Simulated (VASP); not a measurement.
# Rh (P6_3/mmc) in VASP: a series of runs, part 2 of 2

VASP 6.6.1.

### Step 4. Single point, PBEsol (strain +0.000 along x and y, -0.040 along z)

Contents of INCAR:

```
SYSTEM = Rh
PREC = Accurate
ENCUT = 520
EDIFF = 1E-7
ISMEAR = 0
SIGMA = 0.15
LREAL = .FALSE.
LASPH = .TRUE.
NELM = 60
ALGO = Fast
ISIF = 2
LWAVE = .FALSE.
LCHARG = .FALSE.
GGA = PS
NBANDS = 22
```

Contents of KPOINTS:

```
Automatic mesh
0
G
  24 24 14
  0 0 0
```

Contents of POSCAR:

```
Rh
1.0
    2.6887360848      0.0000000000      0.0000000000
   -1.3443680424      2.3285137535      0.0000000000
    0.0000000000      0.0000000000      4.1558594340
Rh
2
Direct
    0.6666666667      0.3333333333      0.7500000000
    0.3333333333      0.6666666667      0.2500000000
```

Potentials or basis: VASP PAW PBE potentials, release 64 (Rh_pv).

On the command line:

```bash
cat potpaw_PBE.64/Rh_pv/POTCAR > POTCAR
mpirun -np 1 vasp_std > vasp.out
```

OUTCAR:

```text
SYSTEM = Rh
   PREC = Accurate
   ENCUT = 520
   EDIFF = 1E-7
   ISMEAR = 0
   LREAL = .FALSE.
   LASPH = .TRUE.
   NELM = 60
   ISIF = 2
   GGA = PS

 ion  position               nearest neighbor table
   1  0.667  0.333  0.750-   2 2.59   2 2.59   2 2.59   2 2.59   2 2.59   2 2.59
   2  0.333  0.667  0.250-   1 2.59   1 2.59   1 2.59   1 2.59   1 2.59   1 2.59

  LATTYP: Found a hexagonal cell.
 ALAT       =     2.6887360848
 C/A-ratio  =     1.5456553946

  Lattice vectors:

 A1 = (   2.6887360848,   0.0000000000,   0.0000000000)
 A2 = (  -1.3443680424,   2.3285137535,   0.0000000000)
 A3 = (   0.0000000000,   0.0000000000,   4.1558594340)

Analysis of symmetry for initial positions (statically):
=====================================================================
 Subroutine PRICEL returns:
 Original cell was already a primitive cell.

 Routine SETGRP: Setting up the symmetry group for a
 hexagonal supercell.

 Subroutine GETGRP returns: Found 24 space group operations
 (whereof 12 operations were pure point group operations)
 out of a pool of 24 trial point group operations.

The static configuration has the point symmetry D_3d.
 The point group associated with its full space group is D_6h.

Analysis of symmetry for dynamics (positions and initial velocities):
=====================================================================
 Subroutine PRICEL returns:
 Original cell was already a primitive cell.

 Routine SETGRP: Setting up the symmetry group for a
 hexagonal supercell.

 Subroutine GETGRP returns: Found 24 space group operations
 (whereof 12 operations were pure point group operations)
 out of a pool of 24 trial point group operations.

The dynamic configuration has the point symmetry D_3d.
 The point group associated with its full space group is D_6h.

 Subroutine INISYM returns: Found 24 space group operations
 (whereof 12 operations are pure point group operations),
 and found     1 'primitive' translations

----------------------------------------------------------------------------------------

                                     Primitive cell

  volume of cell :      26.0188

  direct lattice vectors                    reciprocal lattice vectors
     2.688736085  0.000000000  0.000000000     0.371921962  0.214729245  0.000000000
    -1.344368042  2.328513753  0.000000000     0.000000000  0.429458490  0.000000000
     0.000000000  0.000000000  4.155859434     0.000000000  0.000000000  0.240624115

  length of vectors
     2.688736085  2.688736085  4.155859434     0.429458490  0.429458490  0.240624115

  position of ions in fractional coordinates (direct lattice)
     0.666666667  0.333333333  0.750000000
     0.333333333  0.666666667  0.250000000

  ion indices of the primitive-cell ions
   primitive index   ion index
                 1           1
                 2           2

----------------------------------------------------------------------------------------

 KPOINTS: Automatic mesh

Automatic generation of k-mesh.
 Grid dimensions read from file:
 generate k-points for:   24   24   14

 Generating k-lattice:

  Cartesian coordinates                     Fractional coordinates (reciprocal lattice)
     0.015496748  0.008947052  0.000000000     0.041666667  0.000000000  0.000000000
     0.000000000  0.017894104  0.000000000     0.000000000  0.041666667  0.000000000
     0.000000000  0.000000000  0.017187437     0.000000000  0.000000000  0.071428571

  Length of vectors
     0.017894104  0.017894104  0.017187437

  Shift w.r.t. Gamma in fractional coordinates (k-lattice)
     0.000000000  0.000000000  0.000000000

 Subroutine IBZKPT returns following result:
 ===========================================

 Found    488 irreducible k-points:

 Following reciprocal coordinates:
            Coordinates               Weight
  0.000000  0.000000  0.000000      1.000000
  0.041667 -0.000000  0.000000      6.000000
  0.083333 -0.000000  0.000000      6.000000
  0.125000 -0.000000  0.000000      6.000000
  0.166667  0.000000  0.000000      6.000000
  0.208333 -0.000000  0.000000      6.000000
[... 16 lines left out ...]
  0.416667  0.041667  0.000000     12.000000
  0.458333  0.041667  0.000000     12.000000
 [... further k-points ...]
   k-points           NKPTS =    488   k-points in BZ     NKDIM =    488   number of bands    NBANDS=     22
   number of dos      NEDOS =    301   number of ions     NIONS =      2
   total plane-waves  NPLWV =  12800
   dimension x,y,z NGX =    20 NGY =   20 NGZ =   32
   dimension x,y,z NGXF=    40 NGYF=   40 NGZF=   64
   ions per type =               2
   NGX,Y,Z   is equivalent  to a cutoff of  12.37, 12.37, 12.80 a.u.
   NGXF,Y,Z  is equivalent  to a cutoff of  24.73, 24.73, 25.60 a.u.
 SYSTEM =  Rh
   PREC   = accura    normal or accurate (medium, high low for compatibility)
   ISTART =      0    job   : 0-new  1-cont  2-samecut
   ICHARG =      2    charge: 1-file 2-atom 10-const
   ISPIN  =      1    spin polarized calculation?
   LNONCOLLINEAR =      F non collinear calculations
   LSORBIT =      F    spin-orbit coupling
   LASPH  =      T    aspherical Exc in radial PAW
   ENCUT  =  520.0 eV  38.22 Ry    6.18 a.u.   5.00  5.00  7.73*2*pi/ulx,y,z
   NELM   =     60;   NELMIN=  2; NELMDL= -5     # of ELM steps
   EDIFF  = 0.1E-06   stopping-criterion for ELM
   LREAL  =      F    real-space projection
   EDIFFG = 0.1E-05   stopping-criterion for IOM
   NSW    =      0    number of steps for IOM
   IBRION =     -1    ionic relax: 0-MD 1-quasi-New 2-CG
   NFREE  =      0    steps in history (QN), initial steepest desc. (CG)
   ISIF   =      2    stress and relaxation
   ISYM   =      2    0-nonsym 1-usesym 2-fastsym
   POTIM  = 0.5000    time-step for ionic-motion
   TEBEG  =    0.0;   TEEND  =   0.0 temperature during run
   PSTRESS=    0.0 pullay stress
   NELECT =      30.0000    total number of electrons
   NUPDOWN=      -1.0000    fix difference up-down
   EMIN   =  10.00;   EMAX   =-10.00  energy-range for DOS
   EFERMI =   0.00;   METHOD = LEGACY
   ISMEAR =     0;   SIGMA  =   0.15  broadening in eV -4-tet -1-fermi 0-gaus
   EFERMI_NEDOS =   21; number of points for ismear=-14 and -15
   IALGO  =     68    algorithm
   IMIX   =      4    mixing-type and parameters
     AMIX     =   0.40;   BMIX     =  1.00
     AMIX_MAG =   1.60;   BMIX_MAG =  1.00
  volume/ion in A,a.u.               =      13.01        87.79
  Fermi-wavevector in a.u.,A,eV,Ry     =   1.716667  3.244030 40.095613  2.946944
  Thomas-Fermi vector in A             =   2.793810
   LORBIT       =      0    0 simple, 1 ext, 2 COOP (PROOUT), +10 PAW based schemes
   GGA     = PS    functional components
   LHFCALC =     F    Hartree Fock is set to
   AEXX    =    0.0000 exact exchange contribution
   IVDW    =     0    specifies the selected vdW correction
   LEPSILON=     F    determine dielectric tensor
   LRPA    =     F    only Hartree local field effects (RPA)
 non-spin polarized calculation
 RMM-DIIS sequential band-by-band and
 Gauss-broadening in eV      SIGMA  =   0.15
  energy-cutoff  :      520.00
  volume of cell :       26.02
 maximum number of plane-waves:       717
 NGX is ok and might be reduce to    20
   NGX =  9   NGY =  9   NGZ = 15

 number of electron      30.0000003 magnetization

 Free energy of the ion-electron system (eV)
  ---------------------------------------------------
  ext. energy  EPLUGINS =         0.00000000
  ---------------------------------------------------
  free energy    TOTEN  =       -16.13291924 eV

  energy without entropy =      -16.09871863  energy(sigma->0) =      -16.11581893

 E-fermi :  12.9361     XC(G=0): -14.5722

 val. band max:       12.9354327376   @ k =   0.1250   0.0417   0.3571
 cond. band min:      12.9378768925   @ k =   0.3333   0.2917   0.3571
 fundamental gap:      0.0024441549
 Fermi energy:        12.9361249690

 k-point     1 :       0.0000    0.0000    0.0000
  band No.  band energies     occupation
      1     -34.6110      2.00000
      2     -33.7671      2.00000
      3     -33.7671      2.00000
      4     -33.6031      2.00000
      5     -33.6030      2.00000
      6     -33.6030      2.00000
[... 14 lines left out ...]
     21      31.6483      0.00000
     22      31.8593      0.00000
[... 552 lines left out ...]
  band No.  band energies     occupation
      1     -34.3344      2.00000
      2     -34.2007      2.00000
      3     -34.1614      2.00000
      4     -33.9583      2.00000
      5     -33.8721      2.00000
      6     -33.6952      2.00000
[... 14 lines left out ...]
     21      25.4828      0.00000
     22      27.6026      0.00000

 [... further k-points ...]

------------------------ aborting loop because EDIFF is reached ----------------------------------------

  FORCE on cell =-STRESS in cart. coord.  units (eV):
  Direction    XX          YY          ZZ          XY          YZ          ZX
  --------------------------------------------------------------------------------------
  -------------------------------------------------------------------------------------
  Total        1.5189263      1.5189263      3.9365052      0.0000000      0.0000000      0.0000000
  in kB       93.5318373     93.5318373    242.4005364      0.0000000      0.0000000      0.0000000
  external PRESSURE =     143.1547370 kB  Pullay stress =       0.0000000 kB

 VOLUME and BASIS-vectors are now :
 -----------------------------------------------------------------------------
  energy-cutoff  :      520.00
  volume of cell :       26.02
      direct lattice vectors                 reciprocal lattice vectors
     2.688736085  0.000000000  0.000000000     0.371921962  0.214729245  0.000000000
    -1.344368042  2.328513753  0.000000000     0.000000000  0.429458490  0.000000000
     0.000000000  0.000000000  4.155859434     0.000000000  0.000000000  0.240624115

 POSITION                                       TOTAL-FORCE (eV/Angst)
 -----------------------------------------------------------------------------------
      1.34437      0.77617      3.11689        -0.000000     -0.000000      0.000000
     -0.00000      1.55234      1.03896         0.000000      0.000000      0.000000
 -----------------------------------------------------------------------------------
    total drift:                               -0.000000      0.000000     -0.000000

  FREE ENERGIE OF THE ION-ELECTRON SYSTEM (eV)
  ---------------------------------------------------
  free  energy   TOTEN  =       -16.1329192380 eV

  energy  without entropy=      -16.0987186267  energy(sigma->0) =      -16.11581893
```

OSZICAR:

```text
N       E                     dE             d eps       ncg     rms          rms(c)
DAV:   1     0.326114547556E+03    0.32611E+03   -0.19031E+04 21576   0.161E+03
DAV:   2    -0.100811559530E+02   -0.33620E+03   -0.32403E+03 22324   0.478E+02
DAV:   3    -0.172766873770E+02   -0.71955E+01   -0.71567E+01 25078   0.789E+01
DAV:   4    -0.173234411807E+02   -0.46754E-01   -0.46749E-01 24224   0.640E+00
DAV:   5    -0.173241644809E+02   -0.72330E-03   -0.72329E-03 25258   0.819E-01    0.183E+01
RMM:   6    -0.161918278389E+02    0.11323E+01   -0.23597E+00 22122   0.131E+01    0.642E+00
RMM:   7    -0.161417761879E+02    0.50052E-01   -0.14614E-01 22677   0.315E+00    0.241E+00
RMM:   8    -0.161343167127E+02    0.74595E-02   -0.30415E-02 23616   0.173E+00    0.563E-01
RMM:   9    -0.161328712504E+02    0.14455E-02   -0.37153E-03 25381   0.591E-01    0.192E-02
RMM:  10    -0.161329176865E+02   -0.46436E-04   -0.40804E-04 25654   0.211E-01    0.158E-02
RMM:  11    -0.161329190573E+02   -0.13708E-05   -0.32937E-05 27906   0.540E-02    0.701E-03
RMM:  12    -0.161329189708E+02    0.86519E-07   -0.83382E-06 27659   0.236E-02    0.209E-03
RMM:  13    -0.161329191606E+02   -0.18986E-06   -0.13994E-06 28381   0.947E-03    0.163E-03
RMM:  14    -0.161329192380E+02   -0.77334E-07   -0.28467E-07 18503   0.539E-03
   1 F= -.16132919E+02 E0= -.16115819E+02  d E =-.342006E-01
```

Run time: 2.1 min. Hardware: 1 thread of AMD EPYC 9R45 (Zen 5), shared host; peak memory 0.28 GiB.

Results:

* Free energy: -16.1329 eV
* Pressure: 14.3 GPa
* Band gap on the k mesh: zero (bands 15 and 16 overlap by 2.55 eV)

Levels at points of the mesh, in eV from the Fermi level:
| k point | band 11 | band 12 | band 13 | band 14 | band 15 | band 16 | band 17 | band 18 | band 19 | band 20 |
| --- | --- | --- | --- | --- | --- | --- | --- | --- | --- | --- |
| (0.00, 0.00, 0.00) | -3.04 | -2.70 | -2.70 | -2.46 | -2.46 | 0.11 | 0.11 | 1.07 | 9.80 | 15.51 |
| (0.50, 0.00, 0.00) | -2.76 | -2.57 | -2.26 | 0.21 | 0.65 | 0.85 | 3.05 | 5.22 | 10.77 | 11.64 |
| (0.00, 0.00, 0.50) | -3.61 | -3.61 | -3.33 | -3.33 | -0.47 | -0.47 | -0.47 | -0.47 | 15.00 | 15.00 |
| (0.50, 0.00, 0.50) | -2.04 | -2.04 | -0.43 | -0.43 | 0.49 | 0.49 | 2.65 | 2.65 | 9.72 | 9.72 |

Caveat: the cell differs from its parent crystal (strain +0.000 along x and y, -0.040 along z); the cell stands under pressure; the PAW data sets were made with another functional, which shifts forces and pressure a little.

### Step 5. Single point, PBEsol (strain -0.040 along x and y, +0.040 along z)

Contents of INCAR:

```
SYSTEM = Rh
PREC     = Accurate       ! precision mode
ENCUT    = 520            ! plane-wave cutoff, eV
EDIFF    = 1E-6           ! SCF threshold, eV
ISMEAR   = 0              ! smearing method
SIGMA    = 0.15           ! smearing width, eV
LREAL    = .False.        ! projectors in reciprocal space
LASPH    = .True.         ! aspherical terms in the spheres
NELM     = 80             ! most SCF steps
ALGO     = Fast           ! electronic algorithm
ISIF     = 2              ! what is computed and relaxed
LWAVE    = .False.        ! write WAVECAR
LCHARG   = .True.         ! write CHGCAR
GGA      = PS             ! functional
LELF     = .True.         ! ELF
LVHAR    = .True.       
NBANDS   = 22             ! bands
```

Contents of KPOINTS:

```
Automatic mesh
0
Gamma
  24 24 14
  0 0 0
```

Contents of POSCAR:

```
Rh
1.0
    2.5811866414      0.0000000000      0.0000000000
   -1.2905933207      2.2353732034      0.0000000000
    0.0000000000      0.0000000000      4.5021810534
Rh
2
Direct
    0.6666666667      0.3333333333      0.7500000000
    0.3333333333      0.6666666667      0.2500000000
```

On the command line:

```bash
cat potpaw_PBE.64/Rh_pv/POTCAR > POTCAR
mpirun -np 1 vasp_std > vasp.out
```

Wall time 2.4 min (1 thread of AMD EPYC 9R45 (Zen 5), shared host); peak memory 0.28 GiB.

The run converged. Its results:

| Property | Result |
| --- | --- |
| Free energy | -16.0538 eV |
| Pressure | 15.6 GPa |
| Band gap on the k mesh | zero (bands 15 and 16 overlap by 2.97 eV) |

Stress tensor (GPa, compression positive):
```
24.82  0.00  0.00
 0.00 24.82  0.00
 0.00  0.00 -2.79
```

Levels at points of the mesh, in eV from the Fermi level:
```tsv
k point	band 13	band 14	band 15	band 16	band 17	band 18
(0.00, 0.00, 0.00)	-2.84	-1.46	-1.46	-0.11	0.28	0.28
(0.50, 0.00, 0.00)	-2.04	0.53	0.96	1.17	3.43	5.69
(0.00, 0.00, 0.50)	-3.26	-3.26	-0.33	-0.33	-0.33	-0.33
(0.50, 0.00, 0.50)	-0.29	-0.29	1.08	1.08	2.86	2.86
```

Caveat: the cell differs from its parent crystal (strain -0.040 along x and y, +0.040 along z); the cell stands under pressure; the PAW data sets were made with another functional, which shifts forces and pressure a little.

### Step 6. Summary

| cell | further INCAR settings | gap on the mesh (eV) | pressure (GPa) |
| --- | --- | --- | --- |
| a = 2.689, b = 2.689, c = 3.983 Å, angles 90.0, 90.0, 120.0°, 2 atoms | ALGO = Fast; EDIFF = 1e-06; NBANDS = 22 | none | 33.7 |
| a = 2.581, b = 2.581, c = 4.329 Å, angles 90.0, 90.0, 120.0°, 2 atoms | ALGO = Fast; EDIFF = 1e-06; NBANDS = 22 | none | 29.7 |
| a = 2.689, b = 2.689, c = 4.156 Å, angles 90.0, 90.0, 120.0°, 2 atoms | ALGO = Fast; EDIFF = 1e-07; NBANDS = 22 | none | 14.3 |
| a = 2.581, b = 2.581, c = 4.502 Å, angles 90.0, 90.0, 120.0°, 2 atoms | ALGO = Fast; EDIFF = 1e-06; NBANDS = 22 | none | 15.6 |

Alike in all rows: task single point; level PBEsol; potentials or basis VASP PAW PBE potentials, release 64 (Rh_pv); no spin polarisation; k mesh 24 × 24 × 14; cutoff (eV) 520; smearing gaussian 0.15 eV.

Caveats: the cell stands under pressure; the PAW data sets were made with another functional, which shifts forces and pressure a little.

Absolute energies hang on the potentials; compare differences alone.
